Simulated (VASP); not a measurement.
LiSe3: single point with PBE

Crystal: LiSe3.

```xyz
4
Lattice="3.9722 0.0000 0.0000 0.0000 3.9722 0.0000 0.0000 0.0000 5.4600" Properties=species:S:1:pos:R:3 pbc="T T T"
Li    0.0000    0.0000    0.0000
Se    1.9861    1.9861    1.1636
Se    1.9861    1.9861    4.2964
Se    0.0000    0.0000    2.7300
```

```json
{
  "Program": "VASP 6.6.1",
  "Task": "single point",
  "Functional": "PBE",
  "Potentials or basis": "VASP PAW PBE potentials, release 64 (Li_sv, Se)",
  "Cutoff": "520 eV",
  "k mesh": "12 × 12 × 8",
  "Occupations": "gaussian, width 0.1 eV",
  "Spin": "no spin polarisation"
}
```

```json
{
  "Largest force": "0.028 eV/Å"
}
```

Forces in eV/Å, atoms in the order of the input:
```
Li   0.000  0.000  0.000
Se   0.000  0.000  0.028
Se   0.000  0.000 -0.028
Se   0.000  0.000  0.000
```

Levels at points of the mesh, in eV from the Fermi level:
| k point | band 7 | band 8 | band 9 | band 10 | band 11 | band 12 | band 13 | band 14 |
| --- | --- | --- | --- | --- | --- | --- | --- | --- |
| (0.00, 0.00, 0.00) | -3.61 | -1.95 | -0.25 | -0.25 | 0.21 | 0.21 | 2.90 | 3.96 |
| (0.50, 0.00, 0.00) | -3.90 | -2.68 | -0.87 | -0.85 | 0.06 | 1.20 | 4.38 | 4.42 |
| (0.50, 0.50, 0.00) | -5.46 | -2.27 | -1.67 | -1.67 | -0.77 | -0.77 | 3.75 | 4.55 |
| (0.00, 0.00, 0.50) | -2.70 | -2.47 | -2.47 | -1.56 | 0.09 | 1.64 | 1.64 | 5.07 |
| (0.50, 0.00, 0.50) | -2.30 | -2.25 | -1.67 | -0.79 | -0.74 | -0.31 | 1.47 | 3.43 |
| (0.50, 0.50, 0.50) | -4.37 | -4.37 | -3.01 | -2.33 | 0.44 | 1.59 | 1.59 | 5.86 |

Run time: 2.4 min on 1 thread of AMD EPYC 7R43 64-Core Processor (Zen 3), on a shared host, peak memory 0.27 GiB.
